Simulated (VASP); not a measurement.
# Mg (Pm-3m) in VASP: a series of runs, part 2 of 2

VASP 6.6.1. The steps go on from the part before.

**3. Single point, PBE (volume scaled by 0.78)**

Contents of INCAR:

```
SYSTEM = Mg
PREC     = Accurate       ! precision mode
ENCUT    = 520            ! plane-wave cutoff, eV
EDIFF    = 1E-7           ! SCF threshold, eV
ISMEAR   = -1             ! smearing method
SIGMA    = 0.1            ! smearing width, eV
LREAL    = .False.        ! projectors in reciprocal space
LASPH    = .True.         ! aspherical terms in the spheres
NELM     = 80             ! most SCF steps
ALGO     = Normal         ! electronic algorithm
ISIF     = 2              ! what is computed and relaxed
LWAVE    = .False.        ! write WAVECAR
LCHARG   = .False.        ! write CHGCAR
GGA      = PE             ! functional
NBANDS   = 7              ! bands
```

Contents of KPOINTS:

```
regular mesh
0
Gamma
  13 13 13
  0 0 0
```

Contents of POSCAR:

```
Mg
1.0
    2.7830300964      0.0000000000      0.0000000000
    0.0000000000      2.7830300964      0.0000000000
    0.0000000000      0.0000000000      2.7830300964
Mg
1
Direct
    0.0000000000      0.0000000000      0.0000000000
```

Potentials or basis: VASP PAW PBE potentials, release 64 (Mg).

On the command line:

```console
$ cat potpaw_PBE.64/Mg/POTCAR > POTCAR
$ mpirun -np 1 vasp_std > vasp.out
```

OUTCAR:

```text
SYSTEM = Mg
   PREC = Accurate
   ENCUT = 520
   EDIFF = 1E-7
   ISMEAR = -1
   LREAL = .False.
   LASPH = .True.
   NELM = 80
   ISIF = 2
   GGA = PE

 ion  position               nearest neighbor table
   1  0.000  0.000  0.000-

  LATTYP: Found a simple cubic cell.
 ALAT       =     2.7830300964

  Lattice vectors:

 A1 = (   2.7830300964,   0.0000000000,   0.0000000000)
 A2 = (   0.0000000000,   2.7830300964,   0.0000000000)
 A3 = (   0.0000000000,   0.0000000000,   2.7830300964)

Analysis of symmetry for initial positions (statically):
=====================================================================
 Subroutine PRICEL returns:
 Original cell was already a primitive cell.

 Routine SETGRP: Setting up the symmetry group for a
 simple cubic supercell.

 Subroutine GETGRP returns: Found 48 space group operations
 (whereof 48 operations were pure point group operations)
 out of a pool of 48 trial point group operations.

The static configuration has the point symmetry O_h .

Analysis of symmetry for dynamics (positions and initial velocities):
=====================================================================
 Subroutine PRICEL returns:
 Original cell was already a primitive cell.

 Routine SETGRP: Setting up the symmetry group for a
 simple cubic supercell.

 Subroutine GETGRP returns: Found 48 space group operations
 (whereof 48 operations were pure point group operations)
 out of a pool of 48 trial point group operations.

The dynamic configuration has the point symmetry O_h .

 Subroutine INISYM returns: Found 48 space group operations
 (whereof 48 operations are pure point group operations),
 and found     1 'primitive' translations

----------------------------------------------------------------------------------------

                                     Primitive cell

  volume of cell :      21.5553

  direct lattice vectors                    reciprocal lattice vectors
     2.783030096  0.000000000  0.000000000     0.359320584  0.000000000  0.000000000
     0.000000000  2.783030096  0.000000000     0.000000000  0.359320584  0.000000000
     0.000000000  0.000000000  2.783030096     0.000000000  0.000000000  0.359320584

  length of vectors
     2.783030096  2.783030096  2.783030096     0.359320584  0.359320584  0.359320584

  position of ions in fractional coordinates (direct lattice)
     0.000000000  0.000000000  0.000000000

  ion indices of the primitive-cell ions
   primitive index   ion index
                 1           1

----------------------------------------------------------------------------------------

 KPOINTS: regular mesh

Automatic generation of k-mesh.
 Grid dimensions read from file:
 generate k-points for:   13   13   13

 Generating k-lattice:

  Cartesian coordinates                     Fractional coordinates (reciprocal lattice)
     0.027640045  0.000000000  0.000000000     0.076923077  0.000000000  0.000000000
     0.000000000  0.027640045  0.000000000     0.000000000  0.076923077  0.000000000
     0.000000000  0.000000000  0.027640045     0.000000000  0.000000000  0.076923077

  Length of vectors
     0.027640045  0.027640045  0.027640045

  Shift w.r.t. Gamma in fractional coordinates (k-lattice)
     0.000000000  0.000000000  0.000000000

 Subroutine IBZKPT returns following result:
 ===========================================

 Found     84 irreducible k-points:

 Following reciprocal coordinates:
            Coordinates               Weight
  0.000000  0.000000  0.000000      1.000000
  0.076923  0.000000  0.000000      6.000000
  0.153846  0.000000  0.000000      6.000000
  0.230769  0.000000  0.000000      6.000000
  0.307692  0.000000  0.000000      6.000000
  0.384615  0.000000  0.000000      6.000000
[... 16 lines left out ...]
  0.307692  0.307692  0.000000     12.000000
  0.384615  0.307692  0.000000     24.000000
 [... further k-points ...]
   k-points           NKPTS =     84   k-points in BZ     NKDIM =     84   number of bands    NBANDS=      7
   number of dos      NEDOS =    301   number of ions     NIONS =      1
   total plane-waves  NPLWV =  13824
   dimension x,y,z NGX =    24 NGY =   24 NGZ =   24
   dimension x,y,z NGXF=    48 NGYF=   48 NGZF=   48
   ions per type =               1
   NGX,Y,Z   is equivalent  to a cutoff of  14.34, 14.34, 14.34 a.u.
   NGXF,Y,Z  is equivalent  to a cutoff of  28.67, 28.67, 28.67 a.u.
 SYSTEM =  Mg
   PREC   = accura    normal or accurate (medium, high low for compatibility)
   ISTART =      0    job   : 0-new  1-cont  2-samecut
   ICHARG =      2    charge: 1-file 2-atom 10-const
   ISPIN  =      1    spin polarized calculation?
   LNONCOLLINEAR =      F non collinear calculations
   LSORBIT =      F    spin-orbit coupling
   LASPH  =      T    aspherical Exc in radial PAW
   ENCUT  =  520.0 eV  38.22 Ry    6.18 a.u.   5.17  5.17  5.17*2*pi/ulx,y,z
   NELM   =     80;   NELMIN=  2; NELMDL= -5     # of ELM steps
   EDIFF  = 0.1E-06   stopping-criterion for ELM
   LREAL  =      F    real-space projection
   EDIFFG = 0.1E-05   stopping-criterion for IOM
   NSW    =      0    number of steps for IOM
   IBRION =     -1    ionic relax: 0-MD 1-quasi-New 2-CG
   NFREE  =      0    steps in history (QN), initial steepest desc. (CG)
   ISIF   =      2    stress and relaxation
   ISYM   =      2    0-nonsym 1-usesym 2-fastsym
   POTIM  = 0.5000    time-step for ionic-motion
   TEBEG  =    0.0;   TEEND  =   0.0 temperature during run
   PSTRESS=    0.0 pullay stress
   NELECT =       2.0000    total number of electrons
   NUPDOWN=      -1.0000    fix difference up-down
   EMIN   =  10.00;   EMAX   =-10.00  energy-range for DOS
   EFERMI =   0.00;   METHOD = LEGACY
   ISMEAR =    -1;   SIGMA  =   0.10  broadening in eV -4-tet -1-fermi 0-gaus
   EFERMI_NEDOS =   21; number of points for ismear=-14 and -15
   IALGO  =     38    algorithm
   IMIX   =      4    mixing-type and parameters
     AMIX     =   0.40;   BMIX     =  1.00
     AMIX_MAG =   1.60;   BMIX_MAG =  1.00
  volume/ion in A,a.u.               =      21.56       145.46
  Fermi-wavevector in a.u.,A,eV,Ry     =   0.741140  1.400552  7.473524  0.549289
  Thomas-Fermi vector in A             =   1.835710
   LORBIT       =      0    0 simple, 1 ext, 2 COOP (PROOUT), +10 PAW based schemes
   GGA     = PE    functional components
   LHFCALC =     F    Hartree Fock is set to
   AEXX    =    0.0000 exact exchange contribution
   IVDW    =     0    specifies the selected vdW correction
   LEPSILON=     F    determine dielectric tensor
   LRPA    =     F    only Hartree local field effects (RPA)
 non-spin polarized calculation
  energy-cutoff  :      520.00
  volume of cell :       21.56
 maximum number of plane-waves:       595
 NGX is ok and might be reduce to    24
   NGX = 11   NGY = 11   NGZ = 11

 number of electron       2.0000000 magnetization

 Free energy of the ion-electron system (eV)
  ---------------------------------------------------
  ext. energy  EPLUGINS =         0.00000000
  ---------------------------------------------------
  free energy    TOTEN  =        -0.99182738 eV

  energy without entropy =       -0.97576738  energy(sigma->0) =       -0.98379738

 E-fermi :   2.9739     XC(G=0):  -8.6648

 val. band max:        2.9494731786   @ k =   0.3846   0.0769   0.0000
 cond. band min:       3.0528146345   @ k =   0.3846   0.3846   0.3077
 fundamental gap:      0.1033414560
 Fermi energy:         2.9738617570

 k-point     1 :       0.0000    0.0000    0.0000
  band No.  band energies     occupation
      1      -4.2503      2.00000
      2      11.9257      0.00000
      3      11.9257      0.00000
      4      14.2661      0.00000
      5      14.2661      0.00000
      6      14.2661      0.00000
      7      19.7095      0.00000

 k-point     2 :       0.0769    0.0000    0.0000
  band No.  band energies     occupation
      1      -4.1350      2.00000
      2      10.6508      0.00000
      3      12.0275      0.00000
      4      14.3563      0.00000
      5      14.3563      0.00000
      6      15.2575      0.00000
      7      20.2533      0.00000
[... 201 lines left out ...]
 k-point    23 :       0.3077    0.3077    0.0000
  band No.  band energies     occupation
      1      -0.6314      2.00000
      2       5.7336      0.00000
      3       7.0762      0.00000
      4      12.9773      0.00000
      5      17.1566      0.00000
      6      18.6821      0.00000
      7      22.0373      0.00000

 k-point    24 :       0.3846    0.3077    0.0000
  band No.  band energies     occupation
      1       0.3602      2.00000
      2       4.4732      0.00000
      3       7.5019      0.00000
      4      11.3663      0.00000
      5      17.9552      0.00000
      6      19.5748      0.00000
      7      21.1699      0.00000

 [... further k-points ...]
[... 5 lines left out ...]
  --------------------------------------------------------------------------------------
  -------------------------------------------------------------------------------------
  Total        1.2155441      1.2155441      1.2155441      0.0000000      0.0000000     -0.0000000
  in kB       90.3498791     90.3498791     90.3498791      0.0000000      0.0000000     -0.0000000
  external PRESSURE =      90.3498791 kB  Pullay stress =       0.0000000 kB

 VOLUME and BASIS-vectors are now :
 -----------------------------------------------------------------------------
  energy-cutoff  :      520.00
  volume of cell :       21.56
      direct lattice vectors                 reciprocal lattice vectors
     2.783030096  0.000000000  0.000000000     0.359320584  0.000000000  0.000000000
     0.000000000  2.783030096  0.000000000     0.000000000  0.359320584  0.000000000
     0.000000000  0.000000000  2.783030096     0.000000000  0.000000000  0.359320584

 POSITION                                       TOTAL-FORCE (eV/Angst)
 -----------------------------------------------------------------------------------
      0.00000      0.00000      0.00000         0.000000      0.000000      0.000000
 -----------------------------------------------------------------------------------
    total drift:                                0.000000      0.000000      0.000000

  FREE ENERGIE OF THE ION-ELECTRON SYSTEM (eV)
  ---------------------------------------------------
  free  energy   TOTEN  =        -0.9918273755 eV

  energy  without entropy=       -0.9757673814  energy(sigma->0) =       -0.98379738
```

It took 4.9 s on 1 thread of Intel Xeon Platinum 8559C (Emerald Rapids), shared host; peak memory 0.13 GiB.

What came out:

- Free energy: -0.9918 eV
- Pressure: 9.0 GPa
- Band gap on the k mesh: zero (band 1 reaches 7.25 eV, above the bottom of band 2 at 1.23 eV)

Levels at points of the mesh, in eV from the Fermi level:
```csv
k point,band 1,band 2,band 3,band 4
"(0.00, 0.00, 0.00)",-7.22,8.95,8.95,11.29
```

Caveat: the cell differs from its parent crystal (volume scaled by 0.78).

**4. Single point, PBE (volume scaled by 0.88)**

Contents of INCAR:

```
SYSTEM = Mg
  ALGO = Normal
  EDIFF = 1E-6
  ENCUT = 520
  GGA = PE
  ISIF = 2
  ISMEAR = -1
  LASPH = .True.
  LCHARG = .False.
  LREAL = .False.
  LWAVE = .False.
  NBANDS = 7
  NELM = 100
  PREC = Accurate
  SIGMA = 0.1
```

Contents of KPOINTS:

```
k-points
0
Gamma
  13 13 13
  0 0 0
```

Contents of POSCAR:

```
Mg
1.0
    2.8972141174      0.0000000000      0.0000000000
    0.0000000000      2.8972141174      0.0000000000
    0.0000000000      0.0000000000      2.8972141174
Mg
1
Direct
    0.0000000000      0.0000000000      0.0000000000
```

Potentials or basis: VASP PAW PBE potentials, release 64 (Mg).

On the command line:

```console
$ cat potpaw_PBE.64/Mg/POTCAR > POTCAR
$ mpirun -np 1 vasp_std > vasp.out
```

OUTCAR:

```text
SYSTEM = Mg
   EDIFF = 1E-6
   ENCUT = 520
   GGA = PE
   ISIF = 2
   ISMEAR = -1
   LASPH = .True.
   LREAL = .False.
   NELM = 100
   PREC = Accurate

 ion  position               nearest neighbor table
   1  0.000  0.000  0.000-

  LATTYP: Found a simple cubic cell.
 ALAT       =     2.8972141174

  Lattice vectors:

 A1 = (   2.8972141174,   0.0000000000,   0.0000000000)
 A2 = (   0.0000000000,   2.8972141174,   0.0000000000)
 A3 = (   0.0000000000,   0.0000000000,   2.8972141174)

Analysis of symmetry for initial positions (statically):
=====================================================================
 Subroutine PRICEL returns:
 Original cell was already a primitive cell.

 Routine SETGRP: Setting up the symmetry group for a
 simple cubic supercell.

 Subroutine GETGRP returns: Found 48 space group operations
 (whereof 48 operations were pure point group operations)
 out of a pool of 48 trial point group operations.

The static configuration has the point symmetry O_h .

Analysis of symmetry for dynamics (positions and initial velocities):
=====================================================================
 Subroutine PRICEL returns:
 Original cell was already a primitive cell.

 Routine SETGRP: Setting up the symmetry group for a
 simple cubic supercell.

 Subroutine GETGRP returns: Found 48 space group operations
 (whereof 48 operations were pure point group operations)
 out of a pool of 48 trial point group operations.

The dynamic configuration has the point symmetry O_h .

 Subroutine INISYM returns: Found 48 space group operations
 (whereof 48 operations are pure point group operations),
 and found     1 'primitive' translations

----------------------------------------------------------------------------------------

                                     Primitive cell

  volume of cell :      24.3188
[... 100 lines left out ...]
   EMIN   =  10.00;   EMAX   =-10.00  energy-range for DOS
   EFERMI =   0.00;   METHOD = LEGACY
   ISMEAR =    -1;   SIGMA  =   0.10  broadening in eV -4-tet -1-fermi 0-gaus
   EFERMI_NEDOS =   21; number of points for ismear=-14 and -15
   IALGO  =     38    algorithm
   IMIX   =      4    mixing-type and parameters
     AMIX     =   0.40;   BMIX     =  1.00
     AMIX_MAG =   1.60;   BMIX_MAG =  1.00
  volume/ion in A,a.u.               =      24.32       164.11
  Fermi-wavevector in a.u.,A,eV,Ry     =   0.711930  1.345353  6.896044  0.506845
  Thomas-Fermi vector in A             =   1.799172
   LORBIT       =      0    0 simple, 1 ext, 2 COOP (PROOUT), +10 PAW based schemes
   GGA     = PE    functional components
   LHFCALC =     F    Hartree Fock is set to
   AEXX    =    0.0000 exact exchange contribution
   IVDW    =     0    specifies the selected vdW correction
   LEPSILON=     F    determine dielectric tensor
   LRPA    =     F    only Hartree local field effects (RPA)
 non-spin polarized calculation
  energy-cutoff  :      520.00
  volume of cell :       24.32
 maximum number of plane-waves:       691
 NGX is ok and might be reduce to    24
   NGX = 11   NGY = 11   NGZ = 11

 number of electron       2.0000000 magnetization

 Free energy of the ion-electron system (eV)
  ---------------------------------------------------
  ext. energy  EPLUGINS =         0.00000000
  ---------------------------------------------------
  free energy    TOTEN  =        -1.09721221 eV

  energy without entropy =       -1.08012006  energy(sigma->0) =       -1.08866614

 E-fermi :   2.3085     XC(G=0):  -8.2852

 val. band max:        2.2892998877   @ k =   0.3846   0.0769   0.0000
 cond. band min:       2.3793444233   @ k =   0.4615   0.3077   0.0769
 fundamental gap:      0.0900445356
 Fermi energy:         2.3085448755

 k-point     1 :       0.0000    0.0000    0.0000
  band No.  band energies     occupation
      1      -4.3789      2.00000
      2      10.8384      0.00000
      3      10.8384      0.00000
      4      12.6691      0.00000
      5      12.6691      0.00000
      6      12.6691      0.00000
      7      17.5885      0.00000
[... 221 lines left out ...]
 k-point    24 :       0.3846    0.3077    0.0000
  band No.  band energies     occupation
      1      -0.1171      2.00000
      2       3.7035      0.00000
      3       6.5165      0.00000
      4      10.1411      0.00000
      5      16.1894      0.00000
      6      17.7024      0.00000
      7      19.2915      0.00000

 [... further k-points ...]
[... 5 lines left out ...]
  --------------------------------------------------------------------------------------
  -------------------------------------------------------------------------------------
  Total        0.5539015      0.5539015      0.5539015      0.0000000     -0.0000000     -0.0000000
  in kB       36.4923064     36.4923064     36.4923064      0.0000000     -0.0000000     -0.0000000
  external PRESSURE =      36.4923064 kB  Pullay stress =       0.0000000 kB

 VOLUME and BASIS-vectors are now :
 -----------------------------------------------------------------------------
  energy-cutoff  :      520.00
  volume of cell :       24.32
      direct lattice vectors                 reciprocal lattice vectors
     2.897214117  0.000000000  0.000000000     0.345159163  0.000000000  0.000000000
     0.000000000  2.897214117  0.000000000     0.000000000  0.345159163  0.000000000
     0.000000000  0.000000000  2.897214117     0.000000000  0.000000000  0.345159163

 POSITION                                       TOTAL-FORCE (eV/Angst)
 -----------------------------------------------------------------------------------
      0.00000      0.00000      0.00000         0.000000      0.000000      0.000000
 -----------------------------------------------------------------------------------
    total drift:                               -0.000000      0.000000      0.000000

  FREE ENERGIE OF THE ION-ELECTRON SYSTEM (eV)
  ---------------------------------------------------
  free  energy   TOTEN  =        -1.0972122095 eV

  energy  without entropy=       -1.0801200638  energy(sigma->0) =       -1.08866614
```

stdout:

```text
POSCAR found type information on POSCAR Mg
 POSCAR found :  1 types and       1 ions
 scaLAPACK will be used
 LDA part: xc-table for (Slater+PW92), standard interpolation
 POSCAR, INCAR and KPOINTS ok, starting setup
 FFT: planning ... GRIDC
 FFT: planning ... GRID_SOFT
 FFT: planning ... GRID
 WAVECAR not read
 entering main loop
```

It took 4.5 s on 1 thread of Intel Xeon Platinum 8559C (Emerald Rapids), shared host; peak memory 0.14 GiB.

What came out:

* Free energy: -1.0972 eV
* Pressure: 3.6 GPa
* Band gap on the k mesh: zero (band 1 reaches 6.27 eV, above the bottom of band 2 at 0.70 eV)

Caveat: the cell differs from its parent crystal (volume scaled by 0.88).

**5. Single point, PBE**

This run uses another cell than the first one, of 27.63 Å³/atom, 1.282 times its volume.

Contents of INCAR:

```
SYSTEM = Mg
  PREC = Accurate
  ENCUT = 520
  EDIFF = 1E-6
  ISMEAR = -1
  SIGMA = 0.1
  LREAL = .False.
  LASPH = .True.
  NELM = 100
  ALGO = Normal
  ISIF = 2
  LWAVE = .False.
  LCHARG = .False.
  GGA = PE
  NBANDS = 7
```

Contents of KPOINTS:

```
regular mesh
0
Gamma
  13 13 13
  0 0 0
```

Contents of POSCAR:

```
Mg
1.0
    3.0233356749      0.0000000000      0.0000000000
    0.0000000000      3.0233356749      0.0000000000
    0.0000000000      0.0000000000      3.0233356749
Mg
1
Direct
    0.0000000000      0.0000000000      0.0000000000
```

On the command line:

```console
$ cat potpaw_PBE.64/Mg/POTCAR > POTCAR
$ mpirun -np 1 vasp_std > vasp.out
```

It took 4.7 s on 1 thread of Intel Xeon Platinum 8559C (Emerald Rapids), shared host; peak memory 0.14 GiB.

Results (log left out):

| Item | Value |
| --- | --- |
| Free energy | -1.1306 eV |
| Pressure | -0.1 GPa |
| Band gap on the k mesh | zero (band 1 reaches 5.31 eV, above the bottom of band 2 at 0.22 eV) |

Levels at points of the mesh, in eV from the Fermi level:
```
           k point  band 1  band 2  band 3  band 4  band 5  band 6
(0.00, 0.00, 0.00)   -6.16    8.10    8.10    9.45    9.45    9.45
```

**6. The runs side by side**

```csv
cell,gap on the mesh (eV),pressure (GPa)
"a = 2.783 Å, 1 atom",none,9.0
"a = 2.897 Å, 1 atom",none,3.6
"a = 3.023 Å, 1 atom",none,-0.1
```

Alike in all rows: task single point; level PBE; potentials or basis VASP PAW PBE potentials, release 64 (Mg); no spin polarisation; k mesh 13 × 13 × 13; cutoff (eV) 520; smearing fermi-dirac 0.1 eV.

Absolute energies hang on the potentials; compare differences alone.
